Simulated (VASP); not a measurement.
Wanted: the native input for a VASP 6.6.1 run.

- Task: single point
- Functional: PBE
- Potentials or basis: VASP PAW PBE potentials, release 64 (Si, C)
- Cutoff: 600 eV
- k mesh: 10 × 10 × 10
- Occupations: gaussian, width 0.02 eV
- Spin: no spin polarisation
- Dipole correction: no
- Further INCAR settings: ALGO = Normal; EDIFF = 1e-06; NBANDS = 11

The structure of SiC lies in POSCAR:

```
SiC
1.0
    0.0000000000      1.9681900364      1.9681900364
    1.9681900364      0.0000000000      1.9681900364
    1.9681900364      1.9681900364      0.0000000000
Si C
1 1
Direct
    0.0000000000      0.0000000000      0.0000000000
    0.2500000000      0.2500000000      0.2500000000
```

The input as run:

INCAR

```
ALGO = Normal ; EDIFF = 1E-6
ENCUT = 600 ; GGA = PE
GGA_COMPAT = F ; ISIF = 2
ISMEAR = 0 ; LASPH = T
LCHARG = F ; LREAL = F
LWAVE = F ; NBANDS = 11
NELM = 120 ; PREC = Accurate
SIGMA = 0.02
```

KPOINTS

```
k-points
0
Gamma
  10 10 10
```

Potentials or basis: VASP PAW PBE potentials, release 64 (Si, C).

Launch:

```bash
$ cat potpaw_PBE.64/Si/POTCAR potpaw_PBE.64/C/POTCAR > POTCAR
$ mpirun -np 1 vasp_std > vasp.out
```

Results of the run:

* Pressure: 124.5 GPa
* Band gap on the k mesh: 1.02 eV (least direct gap 4.76 eV)

Caveat: the cell stands under pressure.

Wall time 7.8 s on 1 thread of Intel Xeon 8259CL, on a shared host, peak memory 0.13 GiB.
